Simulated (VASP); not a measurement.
# PbF2 (Fm-3m) in VASP: settings compared

PbF2 is run at these levels: RPBE+D4, revPBE+D3(BJ); tasks: relaxation of cell and atoms.

All numbers are computed with VASP 6.6.1; they aren't measurements. Logs are shortened: lines on timing, memory, paths and dates and some standing lists are left out, and cuts for length are marked.

## (1) The cell of the first run

The structure is cubic, space group Fm-3m (No. 225). Conventional cell: a = 5.927 Å, b = 5.927 Å, c = 5.927 Å, α = 90.00°, β = 90.00°, γ = 90.00°. Within 3.4 Å of Pb (site symmetry m-3m) lie 8 F at 2.57 Å. Within 3.4 Å of F (site symmetry -43m) lie 4 Pb at 2.57 Å and 6 F at 2.96 Å.

## (2) Relaxation of cell and atoms, RPBE+D4

Contents of INCAR:

```
PREC = Accurate ; ENCUT = 600
EDIFF = 1E-7 ; ISMEAR = -1
SIGMA = 0.05 ; LREAL = F
LASPH = T ; NELM = 120
ALGO = Normal ; ISIF = 3
LWAVE = F ; LCHARG = F
GGA = RP ; IVDW = 13
IBRION = 2 ; NSW = 60
EDIFFG = -0.01 ; GGA_COMPAT = F
NELMIN = 4
```

Contents of KPOINTS:

```
regular mesh
0
Gamma
  8 8 8
```

Contents of POSCAR:

```
PbF2
1.0
    0.0000000000      2.9636600000      2.9636600000
    2.9636600000      0.0000000000      2.9636600000
    2.9636600000      2.9636600000      0.0000000000
Pb F
1 2
Direct
    0.0000000000      0.0000000000      0.0000000000
    0.7500000000      0.7500000000      0.7500000000
    0.2500000000      0.2500000000      0.2500000000
```

Potentials or basis: VASP PAW PBE potentials, release 64 (Pb_d, F).

Command:

```console
$ cat potpaw_PBE.64/Pb_d/POTCAR potpaw_PBE.64/F/POTCAR > POTCAR
$ mpirun -np 1 vasp_std > vasp.out
```

OUTCAR:

```text
PREC = Accurate
   ENCUT = 600
   EDIFF = 1E-7
   ISMEAR = -1
   LREAL = F
   LASPH = T
   NELM = 120
   ISIF = 3
   GGA = RP
   IVDW = 13
   IBRION = 2
   NSW = 60
   EDIFFG = -0.01
   NELMIN = 4

 ion  position               nearest neighbor table
   1  0.000  0.000  0.000-   2 2.57   2 2.57   2 2.57   3 2.57   3 2.57   3 2.57   3 2.57   2 2.57

   2  0.750  0.750  0.750-   1 2.57   1 2.57   1 2.57   1 2.57
   3  0.250  0.250  0.250-   1 2.57   1 2.57   1 2.57   1 2.57

  LATTYP: Found a face centered cubic cell.
 ALAT       =     5.9273200000

  Lattice vectors:

 A1 = (   0.0000000000,   2.9636600000,   2.9636600000)
 A2 = (   2.9636600000,   0.0000000000,   2.9636600000)
 A3 = (   2.9636600000,   2.9636600000,   0.0000000000)

Analysis of symmetry for initial positions (statically):
=====================================================================
 Subroutine PRICEL returns:
 Original cell was already a primitive cell.

 Routine SETGRP: Setting up the symmetry group for a
 face centered cubic supercell.

 Subroutine GETGRP returns: Found 48 space group operations
 (whereof 48 operations were pure point group operations)
 out of a pool of 48 trial point group operations.

The static configuration has the point symmetry O_h .

Analysis of symmetry for dynamics (positions and initial velocities):
=====================================================================
 Subroutine PRICEL returns:
 Original cell was already a primitive cell.

 Routine SETGRP: Setting up the symmetry group for a
 face centered cubic supercell.

 Subroutine GETGRP returns: Found 48 space group operations
 (whereof 48 operations were pure point group operations)
 out of a pool of 48 trial point group operations.

The dynamic configuration has the point symmetry O_h .

 Subroutine INISYM returns: Found 48 space group operations
 (whereof 48 operations are pure point group operations),
 and found     1 'primitive' translations

----------------------------------------------------------------------------------------

                                     Primitive cell

  volume of cell :      52.0613

  direct lattice vectors                    reciprocal lattice vectors
     0.000000000  2.963660000  2.963660000    -0.168710311  0.168710311  0.168710311
     2.963660000  0.000000000  2.963660000     0.168710311 -0.168710311  0.168710311
     2.963660000  2.963660000  0.000000000     0.168710311  0.168710311 -0.168710311

  length of vectors
     4.191248166  4.191248166  4.191248166     0.292214830  0.292214830  0.292214830

  position of ions in fractional coordinates (direct lattice)
[... 67 lines left out ...]
   dimension x,y,z NGXF=    72 NGYF=   72 NGZF=   72
   ions per type =               1   2
   NGX,Y,Z   is equivalent  to a cutoff of  14.28, 14.28, 14.28 a.u.
   NGXF,Y,Z  is equivalent  to a cutoff of  28.56, 28.56, 28.56 a.u.
 SYSTEM =  unknown system
   PREC   = accura    normal or accurate (medium, high low for compatibility)
   ISTART =      0    job   : 0-new  1-cont  2-samecut
   ICHARG =      2    charge: 1-file 2-atom 10-const
   ISPIN  =      1    spin polarized calculation?
   LNONCOLLINEAR =      F non collinear calculations
   LSORBIT =      F    spin-orbit coupling
   LASPH  =      T    aspherical Exc in radial PAW
   ENCUT  =  600.0 eV  44.10 Ry    6.64 a.u.   8.37  8.37  8.37*2*pi/ulx,y,z
   NELM   =    120;   NELMIN=  4; NELMDL= -5     # of ELM steps
   EDIFF  = 0.1E-06   stopping-criterion for ELM
   LREAL  =      F    real-space projection
   EDIFFG = -.1E-01   stopping-criterion for IOM
   NSW    =     60    number of steps for IOM
   IBRION =      2    ionic relax: 0-MD 1-quasi-New 2-CG
   NFREE  =      1    steps in history (QN), initial steepest desc. (CG)
   ISIF   =      3    stress and relaxation
   ISYM   =      2    0-nonsym 1-usesym 2-fastsym
   POTIM  = 0.5000    time-step for ionic-motion
   TEBEG  =    0.0;   TEEND  =   0.0 temperature during run
   PSTRESS=    0.0 pullay stress
   NELECT =      28.0000    total number of electrons
   NUPDOWN=      -1.0000    fix difference up-down
   EMIN   =  10.00;   EMAX   =-10.00  energy-range for DOS
   EFERMI =   0.00;   METHOD = LEGACY
   ISMEAR =    -1;   SIGMA  =   0.05  broadening in eV -4-tet -1-fermi 0-gaus
   EFERMI_NEDOS =   21; number of points for ismear=-14 and -15
   IALGO  =     38    algorithm
   IMIX   =      4    mixing-type and parameters
     AMIX     =   0.40;   BMIX     =  1.00
     AMIX_MAG =   1.60;   BMIX_MAG =  1.00
  volume/ion in A,a.u.               =      17.35       117.11
  Fermi-wavevector in a.u.,A,eV,Ry     =   1.331340  2.515869 24.115883  1.772467
  Thomas-Fermi vector in A             =   2.460359
   LORBIT       =      0    0 simple, 1 ext, 2 COOP (PROOUT), +10 PAW based schemes
   GGA     = RP    functional components
   LHFCALC =     F    Hartree Fock is set to
   AEXX    =    0.0000 exact exchange contribution
   IVDW    =    13    specifies the selected vdW correction
   LEPSILON=     F    determine dielectric tensor
   LRPA    =     F    only Hartree local field effects (RPA)
 conjugate gradient relaxation of ions
 non-spin polarized calculation
  energy-cutoff  :      600.00
  volume of cell :       52.06
 maximum number of plane-waves:      1807
 NGX is ok and might be reduce to    36
   NGX = 17   NGY = 17   NGZ = 17

--------------------------------------- Ionic step        1  -------------------------------------------

 number of electron      28.0000008 magnetization

 Free energy of the ion-electron system (eV)
  ---------------------------------------------------
  ext. energy  EPLUGINS =         0.00000000
  ---------------------------------------------------
  free energy    TOTEN  =       -13.47467740 eV

  energy without entropy =      -13.47467740  energy(sigma->0) =      -13.47467740

------------------------ aborting loop because EDIFF is reached ----------------------------------------

  DFT-D4 for vdW energy calculation

  Edisp (eV):   -1.10704
[... 196 lines left out ...]
--------------------------------------- Ionic step        6  -------------------------------------------

 number of electron      27.9999994 magnetization

 Free energy of the ion-electron system (eV)
  ---------------------------------------------------
  ext. energy  EPLUGINS =         0.00000000
  ---------------------------------------------------
  free energy    TOTEN  =       -13.53523534 eV

  energy without entropy =      -13.53523534  energy(sigma->0) =      -13.53523534

 E-fermi :   2.7232     XC(G=0):  -8.8074

 val. band max:        1.5132705274   @ k =  -0.2500   0.5000   0.2500
 cond. band min:       6.0643693544   @ k =   0.5000   0.5000   0.0000
 fundamental gap:      4.5510988270
 Fermi energy:         2.7231593165

 k-point     1 :       0.0000    0.0000    0.0000
  band No.  band energies     occupation
      1     -19.3158      2.00000
      2     -18.7916      2.00000
      3     -12.9816      2.00000
      4     -12.9816      2.00000
      5     -12.9816      2.00000
      6     -12.9516      2.00000
[... 481 lines left out ...]
      5     -12.9241      2.00000
      6     -12.8961      2.00000
[... 10 lines left out ...]
     17       9.1812      0.00000
     18      12.7592      0.00000

 [... further k-points ...]

------------------------ aborting loop because EDIFF is reached ----------------------------------------

  DFT-D4 for vdW energy calculation

  Edisp (eV):   -1.13630
[... 26 lines left out ...]
  FREE ENERGIE OF THE ION-ELECTRON SYSTEM (eV)
  ---------------------------------------------------
  free  energy   TOTEN  =       -14.6715396595 eV

  energy  without entropy=      -14.6715396595  energy(sigma->0) =      -14.67153966

 reached required accuracy - stopping structural energy minimisation
```

OSZICAR:

```text
N       E                     dE             d eps       ncg     rms          rms(c)
DAV:   1     0.324110116431E+03    0.32411E+03   -0.16401E+04  1044   0.196E+03
[... 62 lines left out ...]
DAV:   1    -0.135390226011E+02   -0.63380E-02   -0.99897E-02  1324   0.462E+00    0.444E-01
DAV:   2    -0.135355843641E+02    0.34382E-02   -0.16120E-02  1106   0.130E+00    0.929E-02
DAV:   3    -0.135352883776E+02    0.29599E-03   -0.86288E-04  1320   0.470E-01    0.409E-02
DAV:   4    -0.135352397545E+02    0.48623E-04   -0.26979E-04  1218   0.247E-01    0.135E-02
DAV:   5    -0.135352379821E+02    0.17724E-05   -0.36099E-05  1074   0.771E-02    0.866E-03
DAV:   6    -0.135352353398E+02    0.26423E-05   -0.10045E-05  1338   0.427E-02    0.156E-03
DAV:   7    -0.135352353402E+02   -0.47339E-09   -0.64219E-07  1148   0.721E-03
   6 F= -.14671540E+02 E0= -.14671540E+02  d E =-.898191E-01
```

CONTCAR:

```text
PbF2
   1.00000000000000
    -0.0000000000000000    3.0113014339727080    3.0113014339727080
     3.0113014339727080    0.0000000000000000    3.0113014339727080
     3.0113014339727080    3.0113014339727080    0.0000000000000000
  Pb              F
     1     2
Direct
     0.0000000000000000    0.0000000000000000    0.0000000000000000
     0.7500000000000000    0.7500000000000000    0.7500000000000000
     0.2500000000000000    0.2500000000000000    0.2500000000000000

  0.00000000E+00  0.00000000E+00  0.00000000E+00
  0.00000000E+00  0.00000000E+00  0.00000000E+00
  0.00000000E+00  0.00000000E+00  0.00000000E+00
```

It took 1.7 min on 1 thread of AMD EPYC 9R45 (Zen 5), shared host; peak memory 0.19 GiB.

Results:

```
Free energy                           : -14.6715 eV
Relaxed volume                        : 18.20 Å³/atom
Relaxed cell                          : a = 4.259 Å, b = 4.259 Å, c = 4.259 Å, α = 60.00°, β = 60.00°, γ = 60.00°
Space group after relaxing (to 0.1 Å) : Fm-3m (No. 225)
Energy gained by relaxing             : 29.9 meV/atom
Ionic steps                           : 6
Pressure after relaxing               : -0.1 GPa
Band gap on the k mesh                : 4.55 eV (least direct gap 4.68 eV)
Dispersion energy per atom            : -0.379 eV
```

Step by step:
| step | energy change (eV) | largest force (eV/Å) | pressure (GPa) | volume (Å³) |
| --- | --- | --- | --- | --- |
| 1 | 0.0000 | 0.0000 | 9.02 | 52.06 |
| 2 | -0.0187 | 0.0000 | -4.75 | 59.78 |
| 3 | -0.0839 | 0.0000 | -1.51 | 55.68 |
| 4 | -0.0882 | 0.0000 | -0.88 | 55.12 |
| 5 | -0.0897 | 0.0000 | 0.33 | 54.43 |
| 6 | -0.0898 | 0.0000 | -0.07 | 54.61 |

Final structure:
```cif
data_structure
_symmetry_space_group_name_H-M 'P 1'
_symmetry_Int_Tables_number 1
_cell_length_a 4.2586
_cell_length_b 4.2586
_cell_length_c 4.2586
_cell_angle_alpha 60.000
_cell_angle_beta 60.000
_cell_angle_gamma 60.000
_cell_volume 54.61
loop_
_atom_site_label
_atom_site_type_symbol
_atom_site_fract_x
_atom_site_fract_y
_atom_site_fract_z
_atom_site_occupancy
Pb1 Pb 0.00000 0.00000 0.00000 1
F1 F 0.75000 0.75000 0.75000 1
F2 F 0.25000 0.25000 0.25000 1
```

Caveat: the PAW data sets were made with another functional, which shifts forces and pressure a little; spin-orbit coupling is left out, which moves the levels of the heavy elements. RPBE gaps usually lie below the measured ones, often by a third to a half.

## (3) Relaxation of cell and atoms, revPBE+D3(BJ)

Contents of INCAR:

```
  PREC = Accurate
  ENCUT = 600
  EDIFF = 1E-7
  ISMEAR = -1
  SIGMA = 0.05
  LREAL = F
  LASPH = T
  NELM = 120
  ALGO = Normal
  ISIF = 3
  LWAVE = F
  LCHARG = F
  GGA = RE
  IVDW = 12
  IBRION = 2
  NSW = 60
  EDIFFG = -0.01
  GGA_COMPAT = F
  NELMIN = 4
```

KPOINTS is that of step 2.

POSCAR is that of step 2.

Potentials or basis: VASP PAW PBE potentials, release 64 (Pb_d, F).

Command:

```console
$ cat potpaw_PBE.64/Pb_d/POTCAR potpaw_PBE.64/F/POTCAR > POTCAR
$ mpirun -np 1 vasp_std > vasp.out
```

Wall time 54 s (1 thread of AMD EPYC 9R45 (Zen 5), shared host); peak memory 0.2 GiB.

The run converged. Its results:

* Free energy: -14.3943 eV
* Relaxed volume: 17.93 Å³/atom
* Relaxed cell: a = 4.238 Å, b = 4.238 Å, c = 4.238 Å, α = 60.00°, β = 60.00°, γ = 60.00°
* Space group after relaxing (to 0.1 Å): Fm-3m (No. 225)
* Energy gained by relaxing: 4.1 meV/atom
* Ionic steps: 3
* Pressure after relaxing: 0.0 GPa
* Band gap on the k mesh: 4.52 eV (least direct gap 4.66 eV)
* Dispersion energy per atom: -0.281 eV

Step by step:
```tsv
step	energy change (eV)	largest force (eV/Å)	pressure (GPa)	volume (Å³)
1	0.0000	0.0000	2.32	52.06
2	-0.0121	0.0000	-0.20	53.97
3	-0.0122	0.0000	0.00	53.80
```

Final structure:
```
Pb F
1.0
     0.00000    2.99638    2.99638
     2.99638    0.00000    2.99638
     2.99638    2.99638    0.00000
Pb F
1 2
Direct
  0.00000 0.00000 0.00000
  0.75000 0.75000 0.75000
  0.25000 0.25000 0.25000
```

Levels at points of the mesh, in eV from the valence-band top:
```tsv
k point	band 10	band 11	band 12	band 13	band 14	band 15	band 16	band 17	band 18
(0.00, 0.00, 0.00)	-2.25	-2.25	-1.77	-1.77	-1.77	6.82	6.82	6.82	10.89
(0.50, 0.00, 0.00)	-2.43	-2.43	-1.93	-1.93	-0.01	5.16	7.62	7.62	13.47
(0.50, 0.50, 0.00)	-3.25	-1.37	-1.37	-1.37	-0.14	4.52	7.85	7.85	9.36
```

Caveat: the PAW data sets were made with another functional, which shifts forces and pressure a little; spin-orbit coupling is left out, which moves the levels of the heavy elements.
